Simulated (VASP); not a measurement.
A run of VASP 6.6.1 is set up as follows.

File INCAR:

```
SYSTEM = Si
ALGO = Normal
EDIFF = 1E-6
ENCUT = 520
GGA = PS
ISIF = 2
ISMEAR = 0
LASPH = .True.
LCHARG = .False.
LREAL = .False.
LWAVE = .False.
NBANDS = 11
NELM = 100
PREC = Accurate
SIGMA = 0.01
```

KPOINTS

```
k-points
0
Gamma
  6 6 6
  0 0 0
```

Contents of POSCAR:

```
Si
1.0
    0.0000000000      2.6953476392      2.6953476392
    2.6953476392      0.0000000000      2.6953476392
    2.6953476392      2.6953476392      0.0000000000
Si
2
Direct
    0.7500000000      0.7500000000      0.7500000000
    0.5000000000      0.5000000000      0.5000000000
```

Potentials or basis: VASP PAW PBE potentials, release 64 (Si).

Run with:

```bash
$ cat potpaw_PBE.64/Si/POTCAR > POTCAR
$ mpirun -np 1 vasp_std > vasp.out
```

(1) What does it give for the band gap on the k mesh?

(2) Estimate the pressure.

Results:

(1) 0.54 eV, indirect (least direct gap 2.52 eV).

(2) 2.6 GPa.

Caveat: the PAW data sets were made with another functional, which shifts forces and pressure a little.
